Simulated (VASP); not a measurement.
# KF (I4mm) in VASP: further runs

Runs on KF. Level: r2SCAN. Tasks: single point.

Everything below comes from runs of VASP 6.6.1. Logs are shortened: lines on timing, memory, paths and dates and some standing lists are left out, and cuts for length are marked.

## 1. The cell of the first run

The structure is tetragonal, space group I4mm (No. 107). Conventional cell: a = 3.781 Å, b = 3.781 Å, c = 5.347 Å, α = 90.00°, β = 90.00°, γ = 90.00°. K (site symmetry 4mm) has 6 F at 2.55 to 2.80 Å within 3.4 Å. F (site symmetry 4mm) has 6 K at 2.55 to 2.80 Å within 3.4 Å.

## 2. Single point, r2SCAN (all F atoms moved +0.125 Å, as atom 2 along Cartesian [1 0 0])

POSCAR reads:

```
KF
1.0
    0.0000000000      2.6735000000      2.6735000000
    2.6735000000      0.0000000000      2.6735000000
    2.6735000000      2.6735000000      0.0000000000
K F
1 1
Direct
    0.0000000000      0.0000000000      0.0000000000
    0.4766224051      0.5233775949      0.5233775949
```

INCAR.step1 reads:

```
SYSTEM = KF
PREC = Accurate
ENCUT = 520
ISMEAR = 0
SIGMA = 0.05
LREAL = .False.
LASPH = .True.
NELM = 100
NBANDS = 15
GGA = PE
ALGO = Normal
EDIFF = 1E-4
LWAVE = .True.
LCHARG = .False.
```

INCAR.step2 reads:

```
SYSTEM = KF
PREC = Accurate
ENCUT = 520
EDIFF = 1E-6
ISMEAR = 0
SIGMA = 0.05
LREAL = .False.
LASPH = .True.
NELM = 100
ALGO = Normal
ISIF = 2
LWAVE = .False.
LCHARG = .False.
METAGGA = R2SCAN
LMIXTAU = .True.
NBANDS = 15
ISTART = 1
```

KPOINTS reads:

```
Automatic mesh
0
Gamma
  8 8 8
  0 0 0
```

Potentials or basis: VASP PAW PBE potentials, release 64 (K_sv, F).

Started as:

```sh
$ cat potpaw_PBE.64/K_sv/POTCAR potpaw_PBE.64/F/POTCAR > POTCAR
$ cp INCAR.step1 INCAR
$ mpirun -np 1 vasp_std > vasp.out
$ cp INCAR.step2 INCAR
$ mpirun -np 1 vasp_std > vasp.out
```

OUTCAR:

```text
SYSTEM = KF
   PREC = Accurate
   ENCUT = 520
   EDIFF = 1E-6
   ISMEAR = 0
   LREAL = .False.
   LASPH = .True.
   NELM = 100
   ISIF = 2
   METAGGA = R2SCAN
   ISTART = 1

 ion  position               nearest neighbor table
   1  0.000  0.000  0.000-   2 2.55   2 2.68   2 2.68   2 2.68   2 2.68   2 2.80
   2  0.477  0.523  0.523-   1 2.55   1 2.68   1 2.68   1 2.68   1 2.68   1 2.80

  LATTYP: Found a face centered cubic cell.
 ALAT       =     5.3470000000

  Lattice vectors:

 A1 = (   0.0000000000,   2.6735000000,   2.6735000000)
 A2 = (   2.6735000000,   0.0000000000,   2.6735000000)
 A3 = (   2.6735000000,   2.6735000000,   0.0000000000)

Analysis of symmetry for initial positions (statically):
=====================================================================
 Subroutine PRICEL returns:
 Original cell was already a primitive cell.

 Routine SETGRP: Setting up the symmetry group for a
 face centered cubic supercell.

 Subroutine GETGRP returns: Found  8 space group operations
 (whereof  8 operations were pure point group operations)
 out of a pool of 48 trial point group operations.

The static configuration has the point symmetry C_4v.

Analysis of symmetry for dynamics (positions and initial velocities):
=====================================================================
 Subroutine PRICEL returns:
 Original cell was already a primitive cell.

 Routine SETGRP: Setting up the symmetry group for a
 face centered cubic supercell.

 Subroutine GETGRP returns: Found  8 space group operations
 (whereof  8 operations were pure point group operations)
 out of a pool of 48 trial point group operations.

The dynamic configuration has the point symmetry C_4v.

 Subroutine INISYM returns: Found  8 space group operations
 (whereof  8 operations are pure point group operations),
 and found     1 'primitive' translations

----------------------------------------------------------------------------------------

                                     Primitive cell

  volume of cell :      38.2182

  direct lattice vectors                    reciprocal lattice vectors
     0.000000000  2.673500000  2.673500000    -0.187020759  0.187020759  0.187020759
     2.673500000  0.000000000  2.673500000     0.187020759 -0.187020759  0.187020759
     2.673500000  2.673500000  0.000000000     0.187020759  0.187020759 -0.187020759

  length of vectors
     3.780899959  3.780899959  3.780899959     0.323929457  0.323929457  0.323929457

  position of ions in fractional coordinates (direct lattice)
     0.000000000  0.000000000  0.000000000
     0.476622405  0.523377595  0.523377595

  ion indices of the primitive-cell ions
   primitive index   ion index
                 1           1
                 2           2

----------------------------------------------------------------------------------------

 KPOINTS: Automatic mesh

Automatic generation of k-mesh.
 Grid dimensions read from file:
 generate k-points for:    8    8    8

 Generating k-lattice:

  Cartesian coordinates                     Fractional coordinates (reciprocal lattice)
    -0.023377595  0.023377595  0.023377595     0.125000000  0.000000000  0.000000000
     0.023377595 -0.023377595  0.023377595     0.000000000  0.125000000  0.000000000
     0.023377595  0.023377595 -0.023377595     0.000000000  0.000000000  0.125000000

  Length of vectors
     0.040491182  0.040491182  0.040491182

  Shift w.r.t. Gamma in fractional coordinates (k-lattice)
     0.000000000  0.000000000  0.000000000

 Subroutine IBZKPT returns following result:
 ===========================================

 Found     59 irreducible k-points:

 Following reciprocal coordinates:
            Coordinates               Weight
  0.000000  0.000000  0.000000      1.000000
  0.125000  0.000000  0.000000      8.000000
  0.250000  0.000000  0.000000      8.000000
  0.375000  0.000000  0.000000      8.000000
  0.500000  0.000000  0.000000      4.000000
  0.125000  0.125000  0.000000      4.000000
[... 16 lines left out ...]
  0.000000  0.375000  0.250000      8.000000
  0.500000  0.250000  0.000000     16.000000
 [... further k-points ...]
   k-points           NKPTS =     59   k-points in BZ     NKDIM =     59   number of bands    NBANDS=     15
   number of dos      NEDOS =    301   number of ions     NIONS =      2
   total plane-waves  NPLWV =  21952
   dimension x,y,z NGX =    28 NGY =   28 NGZ =   28
   dimension x,y,z NGXF=    56 NGYF=   56 NGZF=   56
   ions per type =               1   1
   NGX,Y,Z   is equivalent  to a cutoff of  12.31, 12.31, 12.31 a.u.
   NGXF,Y,Z  is equivalent  to a cutoff of  24.62, 24.62, 24.62 a.u.
 SYSTEM =  KF
   PREC   = accura    normal or accurate (medium, high low for compatibility)
   ISTART =      1    job   : 0-new  1-cont  2-samecut
   ICHARG =      0    charge: 1-file 2-atom 10-const
   ISPIN  =      1    spin polarized calculation?
   LNONCOLLINEAR =      F non collinear calculations
   LSORBIT =      F    spin-orbit coupling
   LASPH  =      T    aspherical Exc in radial PAW
   ENCUT  =  520.0 eV  38.22 Ry    6.18 a.u.   7.03  7.03  7.03*2*pi/ulx,y,z
   NELM   =    100;   NELMIN=  2; NELMDL=  0     # of ELM steps
   EDIFF  = 0.1E-05   stopping-criterion for ELM
   LREAL  =      F    real-space projection
   EDIFFG = 0.1E-04   stopping-criterion for IOM
   NSW    =      0    number of steps for IOM
   IBRION =     -1    ionic relax: 0-MD 1-quasi-New 2-CG
   NFREE  =      0    steps in history (QN), initial steepest desc. (CG)
   ISIF   =      2    stress and relaxation
   ISYM   =      2    0-nonsym 1-usesym 2-fastsym
   POTIM  = 0.5000    time-step for ionic-motion
   TEBEG  =    0.0;   TEEND  =   0.0 temperature during run
   PSTRESS=    0.0 pullay stress
   NELECT =      16.0000    total number of electrons
   NUPDOWN=      -1.0000    fix difference up-down
   EMIN   =  10.00;   EMAX   =-10.00  energy-range for DOS
   EFERMI =   0.00;   METHOD = LEGACY
   ISMEAR =     0;   SIGMA  =   0.05  broadening in eV -4-tet -1-fermi 0-gaus
   EFERMI_NEDOS =   21; number of points for ismear=-14 and -15
   IALGO  =     38    algorithm
   IMIX   =      4    mixing-type and parameters
     AMIX     =   0.40;   BMIX     =  1.00
     AMIX_MAG =   1.60;   BMIX_MAG =  1.00
  volume/ion in A,a.u.               =      19.11       128.95
  Fermi-wavevector in a.u.,A,eV,Ry     =   1.224686  2.314320 20.406766  1.499855
  Thomas-Fermi vector in A             =   2.359751
   LORBIT       =      0    0 simple, 1 ext, 2 COOP (PROOUT), +10 PAW based schemes
   METAGGA = R2SCAN    functional components
   LHFCALC =     F    Hartree Fock is set to
   AEXX    =    0.0000 exact exchange contribution
   IVDW    =     0    specifies the selected vdW correction
   LEPSILON=     F    determine dielectric tensor
   LRPA    =     F    only Hartree local field effects (RPA)
 non-spin polarized calculation
 Gauss-broadening in eV      SIGMA  =   0.05
  energy-cutoff  :      520.00
  volume of cell :       38.22
 maximum number of plane-waves:      1056
   NGX = 13   NGY = 13   NGZ = 13

 number of electron      16.0000001 magnetization

 Free energy of the ion-electron system (eV)
  ---------------------------------------------------
  ext. energy  EPLUGINS =         0.00000000
  ---------------------------------------------------
  free energy    TOTEN  =       -14.95897813 eV

  energy without entropy =      -14.95897813  energy(sigma->0) =      -14.95897813

 E-fermi :  -3.1408     XC(G=0):  -8.8858

 val. band max:       -3.3614195738   @ k =   0.0000   0.0000   0.0000
 cond. band min:       3.4601609590   @ k =   0.0000   0.0000   0.0000
 fundamental gap:      6.8215805328
 Fermi energy:        -3.1407785913

 k-point     1 :       0.0000    0.0000    0.0000
  band No.  band energies     occupation
      1     -30.4752      2.00000
      2     -23.1483      2.00000
      3     -12.9617      2.00000
      4     -12.9611      2.00000
      5     -12.9611      2.00000
      6      -3.3682      2.00000
      7      -3.3682      2.00000
      8      -3.3614      2.00000
      9       3.4602      0.00000
     10       8.1006      0.00000
     11       8.1255      0.00000
     12       8.1255      0.00000
     13       9.9571      0.00000
     14      10.0034      0.00000
     15      13.8125      0.00000

 k-point     2 :       0.1250    0.0000    0.0000
  band No.  band energies     occupation
      1     -30.4615      2.00000
      2     -23.1617      2.00000
      3     -13.0031      2.00000
      4     -12.9666      2.00000
      5     -12.9658      2.00000
      6      -3.5002      2.00000
      7      -3.4169      2.00000
      8      -3.4083      2.00000
      9       3.8908      0.00000
     10       7.8055      0.00000
     11       8.3243      0.00000
     12       8.3350      0.00000
     13      10.1041      0.00000
     14      10.1517      0.00000
     15      14.6338      0.00000

 k-point     3 :       0.2500    0.0000    0.0000
  band No.  band energies     occupation
      1     -30.4281      2.00000
      2     -23.1925      2.00000
      3     -13.0989      2.00000
      4     -12.9804      2.00000
      5     -12.9796      2.00000
      6      -3.7792      2.00000
      7      -3.5326      2.00000
      8      -3.5242      2.00000
      9       4.9668      0.00000
     10       7.3869      0.00000
     11       8.8542      0.00000
     12       8.8606      0.00000
     13      10.5535      0.00000
     14      10.6012      0.00000
     15      15.9099      0.00000

 k-point     4 :       0.3750    0.0000    0.0000
  band No.  band energies     occupation
      1     -30.3944      2.00000
      2     -23.2236      2.00000
      3     -13.1936      2.00000
      4     -12.9948      2.00000
      5     -12.9925      2.00000
      6      -4.0227      2.00000
      7      -3.6453      2.00000
      8      -3.6380      2.00000
      9       6.0224      0.00000
     10       7.4592      0.00000
     11       9.3734      0.00000
     12       9.3765      0.00000
     13      11.3220      0.00000
     14      11.3753      0.00000
     15      14.8059      0.00000
[... 307 lines left out ...]
 k-point    22 :       0.3750    0.2500    0.0000
  band No.  band energies     occupation
      1     -30.3904      2.00000
      2     -23.1926      2.00000
      3     -13.2441      2.00000
      4     -13.1015      2.00000
      5     -13.0889      2.00000
      6      -3.8147      2.00000
      7      -3.4934      2.00000
      8      -3.4475      2.00000
      9       6.1513      0.00000
     10       6.2854      0.00000
     11       9.5521      0.00000
     12      10.1617      0.00000
     13      10.7486      0.00000
     14      11.1358      0.00000
     15      15.4397      0.00000

 k-point    23 :       0.0000    0.3750    0.2500
  band No.  band energies     occupation
      1     -30.3897      2.00000
      2     -23.1954      2.00000
      3     -13.2353      2.00000
      4     -13.1041      2.00000
      5     -13.0923      2.00000
      6      -3.8086      2.00000
      7      -3.4834      2.00000
      8      -3.4549      2.00000
      9       6.1263      0.00000
     10       6.2593      0.00000
     11       9.6202      0.00000
     12      10.1560      0.00000
     13      10.7971      0.00000
     14      11.0792      0.00000
     15      15.4607      0.00000

 k-point    24 :       0.5000    0.2500    0.0000
  band No.  band energies     occupation
      1     -30.3706      2.00000
      2     -23.2047      2.00000
      3     -13.3183      2.00000
      4     -13.1444      2.00000
      5     -13.0830      2.00000
      6      -3.7912      2.00000
      7      -3.6067      2.00000
      8      -3.5416      2.00000
      9       6.3424      0.00000
     10       7.2383      0.00000
     11       9.1607      0.00000
     12      10.3742      0.00000
     13      11.6833      0.00000
     14      12.0561      0.00000
     15      13.3823      0.00000

 [... further k-points ...]

------------------------ aborting loop because EDIFF is reached ----------------------------------------

  FORCE on cell =-STRESS in cart. coord.  units (eV):
  Direction    XX          YY          ZZ          XY          YZ          ZX
  --------------------------------------------------------------------------------------
  -------------------------------------------------------------------------------------
  Total        0.0594652     -0.1519002     -0.1519002      0.0000000      0.0000000      0.0000000
  in kB        2.4928881     -6.3679304     -6.3679304      0.0000000      0.0000000      0.0000000
  external PRESSURE =      -3.4143242 kB  Pullay stress =       0.0000000 kB

 VOLUME and BASIS-vectors are now :
 -----------------------------------------------------------------------------
  energy-cutoff  :      520.00
  volume of cell :       38.22
      direct lattice vectors                 reciprocal lattice vectors
     0.000000000  2.673500000  2.673500000    -0.187020759  0.187020759  0.187020759
     2.673500000  0.000000000  2.673500000     0.187020759 -0.187020759  0.187020759
     2.673500000  2.673500000  0.000000000     0.187020759  0.187020759 -0.187020759

 POSITION                                       TOTAL-FORCE (eV/Angst)
 -----------------------------------------------------------------------------------
      0.00000      0.00000      0.00000         0.226432      0.000000      0.000000
      2.79850      2.67350      2.67350        -0.226432      0.000000      0.000000
 -----------------------------------------------------------------------------------
    total drift:                               -0.001166     -0.000002     -0.000002

  FREE ENERGIE OF THE ION-ELECTRON SYSTEM (eV)
  ---------------------------------------------------
  free  energy   TOTEN  =       -14.9589781256 eV

  energy  without entropy=      -14.9589781256  energy(sigma->0) =      -14.95897813
```

It took 4.2 min on 1 thread of Intel Xeon 8259CL, shared host; peak memory 0.18 GiB.

What came out:

| Quantity | Value |
| --- | --- |
| Free energy | -14.9590 eV |
| Pressure | -0.3 GPa |
| Largest force | 0.226 eV/Å |
| Band gap on the k mesh | 6.82 eV |

Forces on the atoms (eV/Å):
```
K    0.226  0.000  0.000
F   -0.226  0.000  0.000
```

Stress tensor (GPa, compression positive):
```
 0.25  0.00  0.00
 0.00 -0.64  0.00
 0.00  0.00 -0.64
```

Caveat: the cell differs from its parent crystal (all F atoms moved +0.125 Å, as atom 2 along Cartesian [1 0 0]); the PAW data sets were made with another functional, which shifts forces and pressure a little. A k mesh can miss the band edges.

## 3. Single point, r2SCAN (all F atoms moved +0.062 Å, as atom 2 along Cartesian [1 0 0])

Edit POSCAR of step 2 so:

```diff
@@ -9,2 +9,2 @@
     0.0000000000      0.0000000000      0.0000000000
-    0.4766224051      0.5233775949      0.5233775949
+    0.4883112025      0.5116887975      0.5116887975
```

INCAR.step1 reads:

```
ALGO = Normal
EDIFF = 1E-4
ENCUT = 520
GGA = PE
ISMEAR = 0
LASPH = T
LCHARG = F
LREAL = F
LWAVE = T
NBANDS = 15
NELM = 60
PREC = Accurate
SIGMA = 0.05
```

INCAR.step2 reads:

```
ALGO = Normal
EDIFF = 1E-6
ENCUT = 520
ISIF = 2
ISMEAR = 0
ISTART = 1
LASPH = T
LCHARG = T
LELF = T
LMIXTAU = T
LREAL = F
LVHAR = T
LWAVE = F
METAGGA = R2SCAN
NBANDS = 15
NELM = 60
PREC = Accurate
SIGMA = 0.05
```

KPOINTS reads:

```
k-points
0
Gamma
  8 8 8
```

Potentials or basis: VASP PAW PBE potentials, release 64 (K_sv, F).

Started as:

```sh
$ cat potpaw_PBE.64/K_sv/POTCAR potpaw_PBE.64/F/POTCAR > POTCAR
$ cp INCAR.step1 INCAR
$ mpirun -np 1 vasp_std > vasp.out
$ cp INCAR.step2 INCAR
$ mpirun -np 1 vasp_std > vasp.out
```

It took 4.1 min on 1 thread of Intel Xeon 8259CL, shared host; peak memory 0.18 GiB.

Results (log left out):

```
Free energy            : -14.9693 eV
Pressure               : -0.5 GPa
Largest force          : 0.107 eV/Å
Band gap on the k mesh : 6.82 eV
```

Forces in eV/Å, atoms in the order of the input:
```
K    0.107  0.000  0.000
F   -0.107  0.000  0.000
```

Stress tensor (GPa, compression positive):
```
-0.38  0.00  0.00
 0.00 -0.60  0.00
 0.00  0.00 -0.60
```

Levels at points of the mesh, in eV from the valence-band top:
```csv
k point,band 5,band 6,band 7,band 8,band 9,band 10,band 11,band 12
"(0.00, 0.00, 0.00)",-9.61,0.00,0.00,0.00,6.82,11.45,11.46,11.46
"(0.50, 0.00, 0.00)",-9.65,-0.76,-0.33,-0.33,9.67,11.22,12.92,12.92
"(0.50, 0.50, 0.00)",-9.82,-0.20,-0.06,-0.05,8.78,11.21,12.41,14.62
"(0.00, 0.50, 0.50)",-9.82,-0.20,-0.05,-0.05,8.77,11.20,12.41,14.62
```

Caveat: the cell differs from its parent crystal (all F atoms moved +0.062 Å, as atom 2 along Cartesian [1 0 0]); the PAW data sets were made with another functional, which shifts forces and pressure a little. A k mesh can miss the band edges.
